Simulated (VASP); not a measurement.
# Co (P6_3/mmc) in VASP: a series of runs

Co is run at these levels: PBE; tasks: single point.

Everything below comes from runs of VASP 6.6.1. Logs are shortened: lines on timing, memory, paths and dates and some standing lists are left out, and cuts for length are marked.

### Step 1. The cell of the first run

The structure is hexagonal, space group P6_3/mmc (No. 194). The conventional cell has a = 2.659 Å, b = 2.659 Å, c = 3.671 Å, α = 90.00°, β = 90.00°, γ = 120.00°. Co (site symmetry -6m2) has 12 Co at 2.39 to 2.66 Å within 3.2 Å.

### Step 2. Single point, PBE, collinear spin, ferromagnetic start

Input file INCAR:

```
  PREC = Accurate
  ENCUT = 520
  EDIFF = 1E-6
  ISMEAR = 0
  SIGMA = 0.15
  LREAL = False
  LASPH = True
  NELM = 150
  ALGO = Normal
  ISIF = 2
  LWAVE = False
  LCHARG = False
  ISPIN = 2
  MAGMOM = 1.95 1.95
  LORBIT = 11
  LMAXMIX = 4
  GGA = PE
  NBANDS = 20
```

Input file KPOINTS:

```
regular mesh
0
Gamma
  24 24 14
```

Input file POSCAR:

```
Co
1.0
    2.6592265744      0.0000000000      0.0000000000
   -1.3296132872      2.3029577679      0.0000000000
    0.0000000000      0.0000000000      3.6709243100
Co
2
Direct
    0.3333333333      0.6666666667      0.2500000000
    0.6666666667      0.3333333333      0.7500000000
```

Potentials or basis: VASP PAW PBE potentials, release 64 (Co).

On the command line:

```sh
> cat potpaw_PBE.64/Co/POTCAR > POTCAR
> mpirun -np 1 vasp_std > vasp.out
```

OUTCAR:

```text
PREC = Accurate
   ENCUT = 520
   EDIFF = 1E-6
   ISMEAR = 0
   LREAL = False
   LASPH = True
   NELM = 150
   ISIF = 2
   ISPIN = 2
   LORBIT = 11
   GGA = PE

 ion  position               nearest neighbor table
   1  0.333  0.667  0.250-   2 2.39   2 2.39   2 2.39   2 2.39   2 2.39   2 2.39
   2  0.667  0.333  0.750-   1 2.39   1 2.39   1 2.39   1 2.39   1 2.39   1 2.39

  LATTYP: Found a hexagonal cell.
 ALAT       =     2.6592265744
 C/A-ratio  =     1.3804481143

  Lattice vectors:

 A1 = (   2.6592265744,   0.0000000000,   0.0000000000)
 A2 = (  -1.3296132872,   2.3029577679,   0.0000000000)
 A3 = (   0.0000000000,   0.0000000000,   3.6709243100)

Analysis of symmetry for initial positions (statically):
=====================================================================
 Subroutine PRICEL returns:
 Original cell was already a primitive cell.

 Routine SETGRP: Setting up the symmetry group for a
 hexagonal supercell.

 Subroutine GETGRP returns: Found 24 space group operations
 (whereof 12 operations were pure point group operations)
 out of a pool of 24 trial point group operations.

The static configuration has the point symmetry D_3d.
 The point group associated with its full space group is D_6h.

Analysis of symmetry for dynamics (positions and initial velocities):
=====================================================================
 Subroutine PRICEL returns:
 Original cell was already a primitive cell.

 Routine SETGRP: Setting up the symmetry group for a
 hexagonal supercell.

 Subroutine GETGRP returns: Found 24 space group operations
 (whereof 12 operations were pure point group operations)
 out of a pool of 24 trial point group operations.

The dynamic configuration has the point symmetry D_3d.
 The point group associated with its full space group is D_6h.

Analysis of structural, dynamic, and magnetic symmetry:
=====================================================================
 Subroutine PRICEL returns:
 Original cell was already a primitive cell.

 Routine SETGRP: Setting up the symmetry group for a
 hexagonal supercell.

 Subroutine GETGRP returns: Found 24 space group operations
 (whereof 12 operations were pure point group operations)
 out of a pool of 24 trial point group operations.

The overall configuration has the point symmetry D_3d.
 The point group associated with its full space group is D_6h.

 Subroutine INISYM returns: Found 24 space group operations
 (whereof 12 operations are pure point group operations),
 and found     1 'primitive' translations

----------------------------------------------------------------------------------------

                                     Primitive cell

  volume of cell :      22.4811

  direct lattice vectors                    reciprocal lattice vectors
     2.659226574  0.000000000  0.000000000     0.376049190  0.217112101  0.000000000
    -1.329613287  2.302957768  0.000000000     0.000000000  0.434224202  0.000000000
     0.000000000  0.000000000  3.670924310     0.000000000  0.000000000  0.272410956

  length of vectors
     2.659226574  2.659226574  3.670924310     0.434224202  0.434224202  0.272410956

  position of ions in fractional coordinates (direct lattice)
     0.333333333  0.666666667  0.250000000
     0.666666667  0.333333333  0.750000000

  ion indices of the primitive-cell ions
   primitive index   ion index
                 1           1
                 2           2

----------------------------------------------------------------------------------------

 KPOINTS: regular mesh

Automatic generation of k-mesh.
 Grid dimensions read from file:
 generate k-points for:   24   24   14

 Generating k-lattice:

  Cartesian coordinates                     Fractional coordinates (reciprocal lattice)
     0.015668716  0.009046338  0.000000000     0.041666667  0.000000000  0.000000000
     0.000000000  0.018092675  0.000000000     0.000000000  0.041666667  0.000000000
     0.000000000  0.000000000  0.019457925     0.000000000  0.000000000  0.071428571

  Length of vectors
     0.018092675  0.018092675  0.019457925

  Shift w.r.t. Gamma in fractional coordinates (k-lattice)
     0.000000000  0.000000000  0.000000000

 Subroutine IBZKPT returns following result:
 ===========================================

 Found    488 irreducible k-points:

 Following reciprocal coordinates:
            Coordinates               Weight
  0.000000  0.000000  0.000000      1.000000
  0.041667  0.000000  0.000000      6.000000
  0.083333  0.000000  0.000000      6.000000
  0.125000 -0.000000  0.000000      6.000000
  0.166667  0.000000  0.000000      6.000000
  0.208333 -0.000000  0.000000      6.000000
[... 16 lines left out ...]
  0.416667  0.041667  0.000000     12.000000
  0.458333  0.041667  0.000000     12.000000
 [... further k-points ...]
   k-points           NKPTS =    488   k-points in BZ     NKDIM =    488   number of bands    NBANDS=     20
   number of dos      NEDOS =    301   number of ions     NIONS =      2
   total plane-waves  NPLWV =  11200
   dimension x,y,z NGX =    20 NGY =   20 NGZ =   28
   dimension x,y,z NGXF=    40 NGYF=   40 NGZF=   56
   ions per type =               2
   NGX,Y,Z   is equivalent  to a cutoff of  12.50, 12.50, 12.68 a.u.
   NGXF,Y,Z  is equivalent  to a cutoff of  25.01, 25.01, 25.36 a.u.
 SYSTEM =  unknown system
   PREC   = accura    normal or accurate (medium, high low for compatibility)
   ISTART =      0    job   : 0-new  1-cont  2-samecut
   ICHARG =      2    charge: 1-file 2-atom 10-const
   ISPIN  =      2    spin polarized calculation?
   LNONCOLLINEAR =      F non collinear calculations
   LSORBIT =      F    spin-orbit coupling
   LASPH  =      T    aspherical Exc in radial PAW
   ENCUT  =  520.0 eV  38.22 Ry    6.18 a.u.   4.94  4.94  6.83*2*pi/ulx,y,z
   NELM   =    150;   NELMIN=  2; NELMDL= -5     # of ELM steps
   EDIFF  = 0.1E-05   stopping-criterion for ELM
   LREAL  =      F    real-space projection
   EDIFFG = 0.1E-04   stopping-criterion for IOM
   NSW    =      0    number of steps for IOM
   IBRION =     -1    ionic relax: 0-MD 1-quasi-New 2-CG
   NFREE  =      0    steps in history (QN), initial steepest desc. (CG)
   ISIF   =      2    stress and relaxation
   ISYM   =      2    0-nonsym 1-usesym 2-fastsym
   POTIM  = 0.5000    time-step for ionic-motion
   TEBEG  =    0.0;   TEEND  =   0.0 temperature during run
   PSTRESS=    0.0 pullay stress
   NELECT =      18.0000    total number of electrons
   NUPDOWN=      -1.0000    fix difference up-down
   EMIN   =  10.00;   EMAX   =-10.00  energy-range for DOS
   EFERMI =   0.00;   METHOD = LEGACY
   ISMEAR =     0;   SIGMA  =   0.15  broadening in eV -4-tet -1-fermi 0-gaus
   EFERMI_NEDOS =   21; number of points for ismear=-14 and -15
   IALGO  =     38    algorithm
   IMIX   =      4    mixing-type and parameters
     AMIX     =   0.40;   BMIX     =  1.00
     AMIX_MAG =   1.60;   BMIX_MAG =  1.00
  volume/ion in A,a.u.               =      11.24        75.85
  Fermi-wavevector in a.u.,A,eV,Ry     =   1.520174  2.872713 31.442115  2.310930
  Thomas-Fermi vector in A             =   2.629061
   LORBIT       =     11    0 simple, 1 ext, 2 COOP (PROOUT), +10 PAW based schemes
   GGA     = PE    functional components
   LHFCALC =     F    Hartree Fock is set to
   AEXX    =    0.0000 exact exchange contribution
   IVDW    =     0    specifies the selected vdW correction
   LEPSILON=     F    determine dielectric tensor
   LRPA    =     F    only Hartree local field effects (RPA)
 spin polarized calculation
 Gauss-broadening in eV      SIGMA  =   0.15
  energy-cutoff  :      520.00
  volume of cell :       22.48
 maximum number of plane-waves:       630
 NGX is ok and might be reduce to    20

 number of electron      17.9999991 magnetization       3.2277320

 Free energy of the ion-electron system (eV)
  ---------------------------------------------------
  ext. energy  EPLUGINS =         0.00000000
  ---------------------------------------------------
  free energy    TOTEN  =       -13.79360378 eV

  energy without entropy =      -13.76749986  energy(sigma->0) =      -13.78055182

 E-fermi :   9.7958     XC(G=0): -13.1762

 val. band max:        9.7957687456   @ k =   0.2917  -0.0000   0.5000
 cond. band min:       9.7969468435   @ k =   0.2917   0.2500   0.0714
 fundamental gap:      0.0011780979
 Fermi energy:         9.7958360220

 spin component 1

 k-point     1 :       0.0000    0.0000    0.0000
  band No.  band energies     occupation
      1       1.0812      1.00000
      2       4.8295      1.00000
      3       7.1310      1.00000
      4       7.1310      1.00000
      5       7.4170      1.00000
      6       7.4170      1.00000
[... 12 lines left out ...]
     19      33.2316      0.00000
     20      37.8324      0.00000
[... 507 lines left out ...]
 k-point    24 :       0.4583    0.0417    0.0000
  band No.  band energies     occupation
      1       5.0284      1.00000
      2       5.1404      1.00000
      3       5.6728      1.00000
      4       6.6419      1.00000
      5       6.8030      1.00000
      6       7.7876      1.00000
[... 12 lines left out ...]
     19      31.5126      0.00000
     20      33.2773      0.00000

 [... further k-points ...]

 spin component 2

 k-point     1 :       0.0000    0.0000    0.0000
  band No.  band energies     occupation
      1       1.0792      1.00000
      2       5.9743      1.00000
      3       8.7878      1.00000
      4       8.7878      1.00000
      5       8.9858      1.00000
      6       8.9858      1.00000
[... 12 lines left out ...]
     19      33.1992      0.00000
     20      37.6480      0.00000
[... 507 lines left out ...]
 k-point    24 :       0.4583    0.0417    0.0000
  band No.  band energies     occupation
      1       5.7930      1.00000
      2       6.4010      1.00000
      3       6.8548      1.00000
      4       7.4090      1.00000
      5       8.0983      1.00000
      6       9.2203      1.00000
[... 12 lines left out ...]
     19      31.4559      0.00000
     20      33.5440      0.00000

 [... further k-points ...]
[... 5 lines left out ...]
  --------------------------------------------------------------------------------------
  -------------------------------------------------------------------------------------
  Total       -1.8314714     -1.8314714      2.7169747      0.0000000     -0.0000000      0.0000000
  in kB     -130.5250857   -130.5250857    193.6330282      0.0000000     -0.0000000      0.0000000
  external PRESSURE =     -22.4723810 kB  Pullay stress =       0.0000000 kB

 VOLUME and BASIS-vectors are now :
 -----------------------------------------------------------------------------
  energy-cutoff  :      520.00
  volume of cell :       22.48
      direct lattice vectors                 reciprocal lattice vectors
     2.659226574  0.000000000  0.000000000     0.376049190  0.217112101  0.000000000
    -1.329613287  2.302957768  0.000000000     0.000000000  0.434224202  0.000000000
     0.000000000  0.000000000  3.670924310     0.000000000  0.000000000  0.272410956

 POSITION                                       TOTAL-FORCE (eV/Angst)
 -----------------------------------------------------------------------------------
     -0.00000      1.53531      0.91773         0.000000     -0.000000      0.000000
      1.32961      0.76765      2.75319        -0.000000      0.000000      0.000000
 -----------------------------------------------------------------------------------
    total drift:                               -0.000000      0.000000     -0.000000

  FREE ENERGIE OF THE ION-ELECTRON SYSTEM (eV)
  ---------------------------------------------------
  free  energy   TOTEN  =       -13.7936037837 eV

  energy  without entropy=      -13.7674998576  energy(sigma->0) =      -13.78055182

 total charge

# of ion       s       p       d       tot
------------------------------------------
    1        0.482   0.492   7.268   8.242
    2        0.482   0.492   7.268   8.242
--------------------------------------------------
tot          0.964   0.984  14.535  16.484

 magnetization (x)

# of ion       s       p       d       tot
------------------------------------------
    1       -0.014  -0.050   1.701   1.636
    2       -0.014  -0.050   1.701   1.636
--------------------------------------------------
tot         -0.029  -0.100   3.402   3.273
```

It took 5.1 min on 1 thread of Intel Xeon Platinum 8259CL at 2.50GHz (Skylake/Cascade Lake), shared host; peak memory 0.39 GiB.

Results:

```yaml
Free_energy: -13.7936 eV
Pressure: -2.2 GPa
Net_moment: 3.23 μB per cell
Site_moments: Co +1.64 μB
Valence_electrons_inside_the_program's_atomic_spheres: Co 8.24
```

Stress tensor (GPa, compression positive):
```
-13.05   0.00   0.00
  0.00 -13.05   0.00
  0.00   0.00  19.36
```

### Step 3. Single point, PBE, collinear spin, ferromagnetic start

This run uses another cell than the first one, of the same volume but with other edges.

Input file INCAR:

```
PREC = Accurate
ENCUT = 520
EDIFF = 1E-7
ISMEAR = 0
SIGMA = 0.15
LREAL = F
LASPH = T
NELM = 150
ALGO = Normal
ISIF = 2
LWAVE = F
LCHARG = F
ISPIN = 2
MAGMOM = 1.95 1.95
LORBIT = 11
LMAXMIX = 4
GGA = PE
NBANDS = 20
```

Input file KPOINTS:

```
Automatic mesh
0
Gamma
  24 24 14
```

Input file POSCAR:

```
Co
1.0
    2.4402299644      0.0000000000      0.0000000000
   -1.2201149822      2.1133011403      0.0000000000
    0.0000000000      0.0000000000      4.3593787506
Co
2
Direct
    0.3333333333      0.6666666667      0.2500000000
    0.6666666667      0.3333333333      0.7500000000
```

Potentials or basis: VASP PAW PBE potentials, release 64 (Co).

On the command line:

```sh
> cat potpaw_PBE.64/Co/POTCAR > POTCAR
> mpirun -np 1 vasp_std > vasp.out
```

It took 11 min on 1 thread of Intel Xeon 8259CL, shared host; peak memory 0.39 GiB.

It converged, with:

* Free energy: -13.9448 eV
* Pressure: -4.7 GPa
* Net moment: 3.32 μB per cell
* Site moments: Co +1.68 μB
* Valence electrons inside the program's atomic spheres: Co 8.22

Stress tensor (GPa, compression positive):
```
  3.61   0.00   0.00
  0.00   3.61   0.00
  0.00   0.00 -21.38
```

Levels at points of the mesh, in eV from the Fermi level:
Spin up:
| k point | band 7 | band 8 | band 9 | band 10 | band 11 | band 12 | band 13 | band 14 | band 15 | band 16 |
| --- | --- | --- | --- | --- | --- | --- | --- | --- | --- | --- |
| (0.00, 0.00, 0.00) | -2.38 | -1.75 | -1.75 | -1.11 | -1.04 | -1.04 | 4.59 | 21.73 | 22.94 | 25.44 |
| (0.50, 0.00, 0.00) | -2.23 | -0.99 | -0.56 | -0.48 | 1.35 | 3.39 | 8.80 | 9.42 | 11.78 | 12.88 |
| (0.00, 0.00, 0.50) | -2.57 | -2.57 | -1.30 | -1.30 | -1.30 | -1.30 | 12.08 | 12.08 | 23.56 | 23.56 |
| (0.50, 0.00, 0.50) | -1.19 | -1.19 | -0.51 | -0.51 | 1.60 | 1.60 | 7.15 | 7.15 | 17.37 | 17.37 |
Spin down:
| k point | band 5 | band 6 | band 7 | band 8 | band 9 | band 10 |
| --- | --- | --- | --- | --- | --- | --- |
| (0.00, 0.00, 0.00) | -0.94 | -0.94 | -0.71 | -0.71 | 0.20 | 0.20 |
| (0.50, 0.00, 0.00) | -1.29 | -0.95 | -0.66 | 1.06 | 1.32 | 1.41 |
| (0.00, 0.00, 0.50) | -0.92 | -0.92 | -0.92 | -0.92 | 0.70 | 0.70 |
| (0.50, 0.00, 0.50) | 0.12 | 0.12 | 0.25 | 0.25 | 1.37 | 1.37 |

Caveat: the cell stands under tension.
